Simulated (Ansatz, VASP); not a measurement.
Ga2O3: VASP beside Ansatz

```
CELL_PARAMETERS angstrom
2.50042 1.44362 4.48330
-2.50042 1.44362 4.48330
0.00000 -2.88723 4.48330
ATOMIC_POSITIONS crystal
Ga 0.85572 0.85572 0.85572
Ga 0.64428 0.64428 0.64428
Ga 0.14428 0.14428 0.14428
Ga 0.35572 0.35572 0.35572
O 0.05276 0.44724 0.75000
O 0.75000 0.05276 0.44724
O 0.44724 0.75000 0.05276
O 0.94724 0.55276 0.25000
O 0.25000 0.94724 0.55276
O 0.55276 0.25000 0.94724
```

Alike in both runs: functional PBEsol; k mesh 6 × 6 × 6; occupations gaussian, width 0.02 eV; no spin polarisation.

Ansatz relaxed the structure, and its values are those at the end. VASP's run is a single point on that final structure, the one shown.

```csv
,VASP,Ansatz
version,VASP 6.6.1,Ansatz 0.2.0
potentials or method,"VASP PAW PBE potentials, release 64 (Ga_d, O), cutoff 520 eV","scalar-relativistic, plane waves, PAW"
valence electrons in the cell,88,88
```

|  | VASP | Ansatz | Ansatz less VASP |
| --- | --- | --- | --- |
| gap on the k mesh at the Fermi level (eV) | 2.70 | 2.70 | -0.001 |
| least direct gap on the mesh (eV) | 2.96 | 2.95 | -0.002 |
| pressure (GPa) | 0.6 | 0.0 | -0.58 |
| rms of the force components (eV/Å) | 0.012 | 0.000 | -0.0116 |

VASP's potentials were made for PBE, not for PBEsol, and Ansatz warns of the same on its side. The functional is the same, so the differences come from potentials, cutoffs and numerics.
